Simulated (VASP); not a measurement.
# Mg5Cd3O8: single point with PBEsol

Mg5Cd3O8:

```
O Cd Mg
1.0
     0.00000    8.84454    8.84454
     8.84454    0.00000    8.84454
     8.84454    8.84454    0.00000
O Cd Mg
64 24 40
Direct
  0.37034 0.11804 0.13133
  0.88415 0.11677 0.13236
  0.11800 0.36973 0.39649
  0.38075 0.63338 0.11721
  0.37921 0.11594 0.62297
  0.61129 0.38877 0.37570
  0.86094 0.63733 0.12477
  0.87711 0.12475 0.63562
  0.12751 0.87228 0.36434
  0.13005 0.38527 0.86601
  0.37545 0.61452 0.63592
  0.62533 0.87150 0.37892
  0.62633 0.38955 0.86136
  0.87294 0.62539 0.62527
  0.13279 0.86991 0.86857
  0.62944 0.86769 0.86893
  0.13600 0.37101 0.11482
  0.38496 0.11506 0.38216
  0.60711 0.39173 0.12356
  0.88969 0.12326 0.36188
  0.13553 0.86606 0.13007
  0.11797 0.38153 0.61976
  0.37878 0.61972 0.36949
  0.62963 0.86874 0.13119
  0.37950 0.13553 0.87082
  0.61155 0.37640 0.63864
  0.86629 0.63161 0.38407
  0.87282 0.12508 0.86510
  0.12869 0.87322 0.64079
  0.37805 0.62662 0.87213
  0.61900 0.86728 0.63079
  0.86665 0.63133 0.86676
  0.11761 0.13184 0.37287
  0.37512 0.39435 0.10673
  0.60886 0.12710 0.39209
  0.87325 0.37807 0.13991
  0.12637 0.62311 0.38880
  0.37724 0.86094 0.13537
  0.12461 0.12486 0.86018
  0.38131 0.38381 0.61770
  0.62231 0.62303 0.36517
  0.86979 0.86594 0.11688
  0.63915 0.12500 0.86067
  0.87877 0.36944 0.63041
  0.13962 0.62721 0.87295
  0.37579 0.87272 0.63930
  0.61791 0.63176 0.86959
  0.86776 0.86817 0.63404
  0.12996 0.12675 0.13307
  0.62604 0.10948 0.12274
  0.13218 0.63270 0.10200
  0.12027 0.13112 0.63079
  0.37041 0.37328 0.39337
  0.61952 0.63387 0.12750
  0.60881 0.12614 0.63996
  0.88233 0.36818 0.37045
  0.12532 0.61208 0.62485
  0.38106 0.88024 0.35489
  0.36875 0.38068 0.86889
  0.62532 0.62589 0.63711
  0.88289 0.86666 0.38437
  0.88284 0.38061 0.85527
  0.38099 0.87113 0.87000
  0.86758 0.87942 0.88081
  0.00133 0.99412 0.99886
  0.50505 0.99520 0.99951
  0.99904 0.50753 0.99755
  0.00108 0.99545 0.50408
  0.25172 0.25216 0.25206
  0.74344 0.25315 0.25419
  0.25243 0.25378 0.74240
  0.74997 0.25086 0.99635
  0.00189 0.50231 0.24721
  0.74739 0.24817 0.50328
  0.25120 0.74788 0.49899
  0.00416 0.25310 0.99734
  0.50100 0.25141 0.99265
  0.75171 0.99467 0.25403
  0.24938 0.50397 0.25200
  0.49829 0.74761 0.50303
  0.25379 0.00137 0.99769
  0.25099 0.00034 0.50090
  0.49569 0.25283 0.24997
  0.74792 0.50222 0.99923
  0.74694 0.00053 0.50443
  0.00256 0.74733 0.24880
  0.74662 0.49790 0.50373
  0.00256 0.74648 0.75322
  0.49832 0.51039 0.99167
  0.49923 0.99511 0.50705
  0.99691 0.49964 0.50617
  0.25440 0.74711 0.25028
  0.49769 0.50123 0.49886
  0.74725 0.75034 0.24919
  0.75114 0.25128 0.74874
  0.25499 0.74834 0.75425
  0.74559 0.74815 0.74991
  0.00570 0.99561 0.25229
  0.25310 0.25163 0.99877
  0.50238 0.99515 0.24843
  0.25592 0.75022 0.99492
  0.00043 0.00197 0.75204
  0.24704 0.25014 0.50768
  0.49655 0.50679 0.24988
  0.74589 0.75236 0.00148
  0.50054 0.99578 0.74904
  0.99977 0.50162 0.74405
  0.49908 0.50214 0.75171
  0.74758 0.74780 0.50710
  0.25187 0.99837 0.24768
  0.00114 0.75265 0.99454
  0.99915 0.24870 0.50514
  0.50096 0.74996 0.99891
  0.25124 0.99877 0.74863
  0.49428 0.25295 0.50502
  0.74567 0.50458 0.24924
  0.74980 0.99744 0.75383
  0.00005 0.74464 0.50272
  0.25339 0.49932 0.74793
  0.75010 0.50292 0.74728
  0.75100 0.99698 0.99708
  0.00329 0.24937 0.24995
  0.25390 0.50352 0.99212
  0.00018 0.25182 0.74526
  0.25049 0.49949 0.50109
  0.50080 0.74895 0.24754
  0.49827 0.25417 0.74926
  0.49996 0.74891 0.75192
```

- Program: VASP 6.6.1
- Task: single point
- Functional: PBEsol
- Potentials or basis: VASP PAW PBE potentials, release 64 (O, Cd, Mg)
- Cutoff: 700 eV
- k mesh: 1 × 1 × 1, shifted
- Occupations: fermi-dirac, width 0.05 eV
- Spin: no spin polarisation
- Dipole correction: no
- Further INCAR settings: LREAL = Auto; ALGO = Normal; EDIFF = 1e-06; NBANDS = 446; ISYM = -1

```yaml
Pressure: 0.4 GPa
Largest_force: 0.122 eV/Å
Band_gap_on_the_k_mesh: 2.42 eV
```

Forces in eV/Å, atoms in the order of the input:
```
O    0.000  0.003 -0.072
O    0.004  0.070  0.007
O    0.068  0.059 -0.062
O   -0.003 -0.003  0.071
O   -0.074  0.002 -0.007
O    0.078 -0.064  0.003
O    0.078 -0.064 -0.001
O    0.068  0.066  0.004
O   -0.062 -0.078  0.002
O   -0.005 -0.003  0.083
O    0.003  0.066 -0.082
O   -0.001  0.000 -0.005
O    0.003 -0.079  0.063
O    0.004  0.001  0.000
O   -0.087 -0.001  0.006
O   -0.074 -0.001 -0.003
O   -0.073 -0.006  0.002
O   -0.008  0.076  0.001
O    0.065 -0.068  0.003
O   -0.072 -0.007  0.068
O    0.004  0.067  0.005
O    0.004 -0.078 -0.002
O   -0.080 -0.004 -0.001
O    0.004  0.081 -0.003
O    0.012 -0.005  0.077
O    0.067  0.000 -0.082
O    0.069  0.000 -0.003
O   -0.082 -0.064 -0.002
O    0.066  0.075 -0.010
O   -0.002 -0.002 -0.003
O   -0.004 -0.001 -0.070
O   -0.005 -0.073  0.017
O    0.007 -0.074  0.002
O   -0.009 -0.073  0.069
O    0.062 -0.014 -0.076
O    0.066  0.069  0.003
O    0.087  0.063  0.001
O    0.002  0.068 -0.067
O   -0.067 -0.068  0.008
O    0.003  0.001  0.075
O   -0.065 -0.062 -0.001
O   -0.065 -0.064 -0.074
O   -0.077  0.001  0.063
O    0.000  0.073 -0.001
O   -0.001  0.083  0.070
O    0.068  0.063  0.000
O   -0.001 -0.075 -0.002
O    0.002  0.011 -0.076
O    0.069  0.071  0.001
O   -0.060  0.005 -0.071
O   -0.074 -0.063  0.072
O    0.071  0.002  0.001
O    0.064  0.068 -0.008
O    0.068 -0.001  0.005
O    0.071 -0.002 -0.075
O   -0.074  0.004 -0.004
O   -0.060 -0.001 -0.069
O   -0.060 -0.061  0.067
O    0.001 -0.085 -0.002
O    0.067  0.069  0.002
O   -0.001  0.076  0.004
O   -0.062 -0.062  0.070
O   -0.074 -0.001  0.003
O    0.066 -0.001 -0.003
Cd  -0.005  0.002 -0.021
Cd  -0.019  0.015  0.005
Cd   0.014 -0.017  0.016
Cd  -0.005  0.024 -0.019
Cd   0.021  0.023  0.022
Cd   0.007 -0.026 -0.016
Cd  -0.018 -0.012  0.017
Cd   0.017  0.017 -0.005
Cd   0.004  0.001  0.017
Cd  -0.001 -0.003 -0.016
Cd   0.013  0.005 -0.002
Cd   0.006  0.001  0.009
Cd  -0.009 -0.010  0.002
Cd   0.005  0.012  0.007
Cd   0.009 -0.001 -0.002
Cd  -0.001 -0.007 -0.010
Cd   0.005 -0.007  0.015
Cd  -0.007 -0.004  0.001
Cd  -0.008 -0.020  0.003
Cd  -0.008  0.014 -0.010
Cd   0.016 -0.001  0.003
Cd  -0.014 -0.003 -0.001
Cd  -0.002 -0.006 -0.012
Cd  -0.004  0.014  0.002
Mg   0.001 -0.009  0.005
Mg   0.008  0.004 -0.002
Mg   0.006  0.013 -0.003
Mg   0.002  0.001  0.006
Mg  -0.009 -0.004 -0.010
Mg  -0.004 -0.013  0.006
Mg  -0.005  0.007 -0.002
Mg   0.011  0.008 -0.004
Mg  -0.001 -0.003 -0.004
Mg   0.005  0.011 -0.001
Mg   0.008  0.003  0.002
Mg  -0.008  0.001 -0.001
Mg  -0.010  0.000  0.003
Mg   0.008 -0.002  0.002
Mg   0.011  0.004 -0.003
Mg   0.015  0.001  0.007
Mg   0.006  0.004 -0.002
Mg  -0.012 -0.001  0.002
Mg  -0.008 -0.009  0.003
Mg   0.001  0.004 -0.001
Mg   0.002  0.006 -0.004
Mg  -0.004 -0.004  0.004
Mg   0.005 -0.002  0.004
Mg   0.003  0.006 -0.001
Mg  -0.002  0.003 -0.005
Mg  -0.003 -0.003  0.000
Mg   0.003 -0.007 -0.002
Mg   0.002 -0.006  0.000
Mg   0.008  0.005 -0.001
Mg  -0.012 -0.006 -0.007
Mg  -0.005  0.011 -0.002
Mg  -0.001 -0.006  0.001
Mg  -0.008  0.003 -0.002
Mg  -0.001  0.004 -0.003
Mg  -0.003 -0.006  0.006
Mg  -0.008 -0.008  0.004
Mg  -0.002 -0.002  0.000
Mg  -0.008 -0.003  0.002
Mg   0.000 -0.003  0.003
Mg   0.000  0.001  0.004
```

Stress tensor (GPa, compression positive):
```
 0.28  0.25 -0.33
 0.25  0.29 -0.37
-0.33 -0.37  0.56
```

Levels at points of the mesh, in eV from the valence-band top:
```csv
k point,band 374,band 375,band 376,band 377,band 378,band 379
"(0.50, 0.50, 0.50)",-0.10,-0.04,0.00,2.42,2.53,3.56
```

It took 17 min on 4 MPI ranks on Intel(R) Xeon(R) Platinum 8175M CPU @ 2.50GHz (Skylake/Cascade Lake) (shared host), peak memory 0.97 GiB a rank.

Caveat: the PAW data sets were made with another functional, which shifts forces and pressure a little; a shifted mesh leaves out Γ, where band edges can lie. A k mesh can miss the band edges.
